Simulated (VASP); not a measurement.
Wanted: the native input for a VASP 6.6.1 run.

```yaml
Task: relaxation of cell and atoms
Functional: r2SCAN
Potentials_or_basis: VASP PAW PBE potentials, release 64 (Ti_sv)
Cutoff: 600 eV
k_mesh: 5 × 5 × 7
Occupations: fermi-dirac, width 0.1 eV
Spin: no spin polarisation
Dipole_correction: no
Further_INCAR_settings: ALGO = Normal; EDIFF = 1e-07; IBRION = 2; EDIFFG = -0.01; NSW = 80; ISIF = 3
```

Ti:

```
Ti
1.0
     4.60000    0.00000    0.00000
    -2.30000    3.98372    0.00000
     0.00000    0.00000    2.82000
Ti
3
Direct
  0.00000 0.00000 0.00000
  0.33333 0.66667 0.50000
  0.66667 0.33333 0.50000
```

These files were run (other wordings do the same):

POSCAR

```
Ti
1.0
    4.6000000000      0.0000000000      0.0000000000
   -2.3000000000      3.9837200000      0.0000000000
    0.0000000000      0.0000000000      2.8200000000
Ti
3
Direct
    0.0000000000      0.0000000000      0.0000000000
    0.3333333333      0.6666666667      0.5000000000
    0.6666666667      0.3333333333      0.5000000000
```

INCAR.step1

```
SYSTEM = Ti
PREC = Accurate ; ENCUT = 600
ISMEAR = -1 ; SIGMA = 0.1
LREAL = .FALSE. ; LASPH = .TRUE.
NELM = 60 ; GGA = PE
ALGO = Normal ; EDIFF = 1E-4
LWAVE = .TRUE. ; LCHARG = .FALSE.
```

INCAR.step2

```
SYSTEM = Ti
PREC = Accurate ; ENCUT = 600
EDIFF = 1E-7 ; ISMEAR = -1
SIGMA = 0.1 ; LREAL = .FALSE.
LASPH = .TRUE. ; NELM = 60
ALGO = Normal ; ISIF = 3
LWAVE = .FALSE. ; LCHARG = .FALSE.
METAGGA = R2SCAN ; LMIXTAU = .TRUE.
IBRION = 2 ; NSW = 80
EDIFFG = -0.01 ; ISTART = 1
```

KPOINTS

```
regular mesh
0
G
  5 5 7
  0 0 0
```

Potentials or basis: VASP PAW PBE potentials, release 64 (Ti_sv).

The run is started by

```sh
$ cat potpaw_PBE.64/Ti_sv/POTCAR > POTCAR
$ cp INCAR.step1 INCAR
$ mpirun -np 1 vasp_std > vasp.out
$ cp INCAR.step2 INCAR
$ mpirun -np 1 vasp_std > vasp.out
```

Results of the run:

The relaxed volume is 17.11 Å³/atom, the relaxed cell is a = 4.575 Å, b = 4.575 Å, c = 2.831 Å, α = 90.00°, β = 90.00°, γ = 120.00° and the space group after relaxing (to 0.05 Å) is P6/mmm (No. 191). The energy gained by relaxing is 0.9 meV/atom, the ionic steps are 5 and the pressure after relaxing is 0.0 GPa. The band gap on the k mesh is zero (band 18 reaches 8.44 eV, above the bottom of band 19 at 8.40 eV).

Caveat: the PAW data sets were made with another functional, which shifts forces and pressure a little.

Run time: 4 min on 1 thread of Intel(R) Xeon(R) 6975P-C (Granite Rapids), with other jobs on the host, peak memory 0.21 GiB.
